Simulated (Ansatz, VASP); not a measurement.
Ga: VASP beside Ansatz

```
Ga
1.0
     0.00000    2.02876    2.02876
     2.02876    0.00000    2.02876
     2.02876    2.02876    0.00000
Ga
1
Direct
  0.00000 0.00000 0.00000
```

Alike in both runs: task single point; functional PBE; k mesh 21 × 21 × 21; occupations fermi-dirac, width 0.1 eV; no spin polarisation.

|  | VASP | Ansatz |
| --- | --- | --- |
| version | VASP 6.6.1 | Ansatz 0.2.0 |
| potentials or method | VASP PAW PBE potentials, release 64 (Ga_d), cutoff 520 eV | plane waves (420 eV) with PAW, scalar-relativistic |
| valence electrons in the cell | 13 | 13 |

```tsv
	VASP	Ansatz	Ansatz less VASP
pressure (GPa)	8.3	8.2	-0.10
```
